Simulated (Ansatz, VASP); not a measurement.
**BP in VASP and in Ansatz**

The input INCAR:

```
SYSTEM = BP
PREC = Accurate ; ENCUT = 520
EDIFF = 1E-6 ; ISMEAR = 0
SIGMA = 0.05 ; LREAL = .False.
LASPH = .True. ; NELM = 60
ALGO = Normal ; ISIF = 2
LWAVE = .False. ; LCHARG = .False.
GGA = PE ; NBANDS = 11
```

KPOINTS

```
regular mesh
0
Gamma
  10 10 10
  0 0 0
```

File POSCAR:

```
BP
1.0
    0.0000000000      2.2236200000      2.2690000000
    2.2236200000      0.0000000000      2.2690000000
    2.2236200000      2.2236200000      0.0000000000
B P
1 1
Direct
    0.0000000000      0.0000000000      0.0000000000
    0.7500000000      0.7500000000      0.7500000000
```

Input for Ansatz:

```yaml
crystal:
  lattice:
    - [0.0, 2.22362, 2.269]
    - [2.22362, 0.0, 2.269]
    - [2.22362, 2.22362, 0.0]
  atoms:
    - { symbol: B, position: [0.0, 0.0, 0.0] }
    - { symbol: P, position: [0.75, 0.75, 0.75] }
basis:
  ecutwfc: 420
kpoints:
  mp_grid: { grid: [10, 10, 10] }
hamiltonian:
  xc: pbe
scf:
  occupations: { method: gaussian, width: 0.05 }
output:
  forces: true
  stress: true
  eigenvalues: true
```

Change from the starting cell: strain -0.0200 x Voigt [1, 1, 0, 0, 0, 0], atoms carried along.

Alike in both runs: task single point; functional PBE; k mesh 10 × 10 × 10; occupations gaussian, width 0.05 eV; no spin polarisation.

|  | VASP | Ansatz |
| --- | --- | --- |
| version | VASP 6.6.1 | Ansatz 0.2.0 |
| potentials or method | VASP PAW PBE potentials, release 64 (B, P), cutoff 520 eV | scalar-relativistic, plane waves, PAW |
| valence electrons in the cell | 8 | 8 |

|  | VASP | Ansatz | Ansatz less VASP |
| --- | --- | --- | --- |
| gap on the k mesh at the Fermi level (eV) | 1.03 | 1.03 | +0.004 |
| least direct gap on the mesh (eV) | 3.36 | 3.36 | +0.004 |
| pressure (GPa) | 8.1 | 8.4 | +0.28 |
| traceless stress, the component that is largest in VASP (GPa) | -3.83 | -3.83 | +0.006 |
